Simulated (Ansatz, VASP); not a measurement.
## Two plane-wave programs on TlBr

Contents of POSCAR:

```
TlBr
1.0
    3.9069129257      0.0000000000      0.0000000000
    0.0000000000      3.9069129257      0.0000000000
    0.0000000000      0.0000000000      3.9069129257
Tl Br
1 1
Direct
    0.0000000000      0.0000000000      0.0000000000
    0.5000000000      0.5000000000      0.5000000000
```

Contents of INCAR.step1:

```
SYSTEM = TlBr
PREC     = Accurate       ! precision mode
ENCUT    = 550            ! plane-wave cutoff, eV
ISMEAR   = 0              ! smearing method
SIGMA    = 0.01           ! smearing width, eV
LREAL    = .False.        ! projectors in reciprocal space
LASPH    = .True.         ! aspherical terms in the spheres
NELM     = 120            ! most SCF steps
NBANDS   = 17             ! bands
GGA      = PE             ! functional
ALGO     = Normal         ! electronic algorithm
EDIFF    = 1E-5           ! SCF threshold, eV
LWAVE    = .True.         ! write WAVECAR
LCHARG   = .False.        ! write CHGCAR
GGA_COMPAT= .False.
```

File INCAR.step2:

```
SYSTEM = TlBr
PREC     = Accurate       ! precision mode
ENCUT    = 550            ! plane-wave cutoff, eV
EDIFF    = 1E-6           ! SCF threshold, eV
ISMEAR   = 0              ! smearing method
SIGMA    = 0.01           ! smearing width, eV
LREAL    = .False.        ! projectors in reciprocal space
LASPH    = .True.         ! aspherical terms in the spheres
NELM     = 120            ! most SCF steps
ALGO     = Normal         ! electronic algorithm
ISIF     = 2              ! what is computed and relaxed
LWAVE    = .False.        ! write WAVECAR
LCHARG   = .False.        ! write CHGCAR
METAGGA  = R2SCAN         ! meta-GGA
LMIXTAU  = .True.       
NBANDS   = 17             ! bands
ISTART   = 1            
GGA_COMPAT= .False.
```

The input KPOINTS:

```
Automatic mesh
0
Gamma
  6 6 6
  0 0 0
```

Input for Ansatz:

```yaml
crystal:
  lattice:
    - [3.90691292572, 0.0, 0.0]
    - [0.0, 3.90691292572, 0.0]
    - [0.0, 0.0, 3.90691292572]
  atoms:
    - { symbol: Tl, position: [0.0, 0.0, 0.0] }
    - { symbol: Br, position: [0.5, 0.5, 0.5] }
kpoints:
  mp_grid: { grid: [6, 6, 6] }
scf:
  occupations: { method: fixed }
  convergence: { dr2_threshold: 1.0e-10 }
hamiltonian:
  xc: r2scan
  pseudopotentials: { kind: paw }
output:
  forces: true
  stress: true
  eigenstates:
    kpoints:
      - [0.0, 0.0, 0.0]
      - [0.0, 0.0, 0.5]
      - [0.0, 0.5, 0.0]
      - [0.5, 0.0, 0.0]
      - [0.5, 0.5, 0.5]
      - [-0.184209555, -0.184209555, -0.184209552]
      - [-0.184209555, -0.184209555, 0.184209552]
      - [-0.184209555, 0.184209552, -0.184209555]
      - [-0.184209555, 0.184209552, 0.184209555]
      - [-0.5, -0.5, 0.0]
      - [-0.5, 0.0, -0.5]
      - [0.0, -0.5, -0.5]
  eigenvalues: true
```

Alike in both runs: task single point; functional r2SCAN; k mesh 6 × 6 × 6; no spin polarisation.

|  | VASP | Ansatz |
| --- | --- | --- |
| version | VASP 6.6.1 | Ansatz 0.2.0 |
| potentials or method | VASP PAW PBE potentials, release 64 (Tl_d, Br) | PAW with Ansatz's default frozen-core files, scalar-relativistic |
| plane-wave cutoff (eV) | 550 | 500 |
| occupations | gaussian, width 0.01 eV | fixed |
| valence electrons in the cell | 20 | 20 |

```tsv
	VASP	Ansatz	Ansatz less VASP
gap on the k mesh at the Fermi level (eV)	2.15	2.15	-0.006
pressure (GPa)	2.0	2.0	+0.04
```

VASP's potentials were made for PBE, not for r2SCAN.

Spin-orbit coupling is off throughout.
